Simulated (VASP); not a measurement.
Write the native input for VASP 6.6.1 that does the following.

| Item | Value |
| --- | --- |
| Task | single point |
| Functional | PBE |
| Potentials or basis | VASP PAW PBE potentials, release 64 (Nd_3, Y_sv, Cl), 4f in core |
| Cutoff | 500 eV |
| k mesh | 4 × 4 × 4 |
| Occupations | gaussian, width 0.2 eV |
| Spin | no spin polarisation |
| Dipole correction | no |
| Mended | yes |
| Further INCAR settings | ALGO = Normal; EDIFF = 1e-06; NBANDS = 34 |

The structure of Nd2Y2Cl lies in POSCAR:

```
Nd2Y2Cl
1.0
   -2.5810730282      2.5810730282      6.7124971011
    2.5810730282     -2.5810730282      6.7124971011
    2.5810730282      2.5810730282     -6.7124971011
Nd Y Cl
2 2 1
Direct
    0.7500000000      0.2500000000      0.5000000000
    0.2500000000      0.7500000000      0.5000000000
    0.5000000000      0.0000000000      0.5000000000
    0.0000000000      0.5000000000      0.5000000000
    0.0000000000      0.0000000000      0.0000000000
```

The cell was built from a structure type or drawn by symmetry, and may not be a known phase.

These files were run (other wordings do the same):

INCAR

```
  PREC = Accurate
  ENCUT = 500
  EDIFF = 1E-6
  ISMEAR = 0
  SIGMA = 0.2
  LREAL = False
  LASPH = True
  NELM = 200
  ALGO = Normal
  ISIF = 2
  LWAVE = False
  LCHARG = True
  GGA = PE
  LELF = True
  LVHAR = True
  NBANDS = 34
  GGA_COMPAT = False
  LMAXMIX = 6
```

KPOINTS

```
regular mesh
0
Gamma
  4 4 4
```

Potentials or basis: VASP PAW PBE potentials, release 64 (Nd_3, Y_sv, Cl), 4f in core.

Run with:

```sh
$ cat potpaw_PBE.64/Nd_3/POTCAR potpaw_PBE.64/Y_sv/POTCAR potpaw_PBE.64/Cl/POTCAR > POTCAR
$ mpirun -np 1 vasp_std > vasp.out
```

Results of the run:

```
Pressure               : 0.1 GPa
Band gap on the k mesh : zero (an odd number of electrons rules out a gap without spin polarisation)
```

Caveat: spin-orbit coupling is left out, which moves the levels of the heavy elements; the 4f electrons are frozen in the core, so they carry no moment and show no levels; an odd number of electrons without spin polarisation forces a metal; a magnetic or distorted state may lie lower; the run has no spin polarisation, though such a crystal can be magnetic.

Run time: 96 s on 1 thread of Intel(R) Xeon(R) 6975P-C (Granite Rapids) (shared host), peak memory 0.43 GiB.
